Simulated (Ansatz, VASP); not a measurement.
**Two plane-wave programs on Se**

The input INCAR:

```
SYSTEM = Se
ALGO = Normal
EDIFF = 1E-7
ENCUT = 520
GGA = PE
ISIF = 2
ISMEAR = 0
LASPH = .True.
LCHARG = .True.
LELF = .True.
LREAL = .False.
LVHAR = .True.
LWAVE = .False.
NBANDS = 9
NELM = 80
PREC = Accurate
SIGMA = 0.1
```

File KPOINTS:

```
k-points
0
Gamma
  10 10 10
  0 0 0
```

Contents of POSCAR:

```
Se
1.0
   -1.7107084621      1.7161507518      1.6795721236
    1.7264900517     -1.7281268990      1.7073298604
    1.7038288422      1.7212472792     -1.6915482708
Se
1
Direct
    0.0000000000      0.0000000000      0.0000000000
```

Input for Ansatz:

```yaml
crystal:
  lattice:
    - [-1.7107084621, 1.7161507518, 1.6795721236]
    - [1.7264900517, -1.728126899, 1.7073298604]
    - [1.7038288422, 1.7212472792, -1.6915482708]
  atoms:
    - { symbol: Se, position: [0.0, 0.0, 0.0] }
basis:
  ecutwfc: 420
kpoints:
  mp_grid: { grid: [10, 10, 10] }
hamiltonian:
  xc: pbe
scf:
  occupations: { method: gaussian, width: 0.1 }
output:
  forces: true
  stress: true
  eigenvalues: true
```

Alike in both runs: task single point; functional PBE; k mesh 10 × 10 × 10; occupations gaussian, width 0.1 eV; no spin polarisation.

|  | VASP | Ansatz |
| --- | --- | --- |
| version | VASP 6.6.1 | Ansatz 0.2.0 |
| potentials or method | VASP PAW PBE potentials, release 64 (Se), cutoff 520 eV | scalar-relativistic, plane waves, PAW |
| valence electrons in the cell | 6 | 16 |

```tsv
	VASP	Ansatz	Ansatz less VASP
gap on the k mesh at the Fermi level (eV)	none	none	-
pressure (GPa)	1.3	1.3	-0.02
traceless stress, the component that is largest in VASP (GPa)	0.47	0.47	0.000
```

A gap of «none» marks a metal or a gap that the smearing closes. VASP's potentials hold 6 valence electrons a cell and Ansatz's 16, so a difference there can come from the potentials and not from the codes.
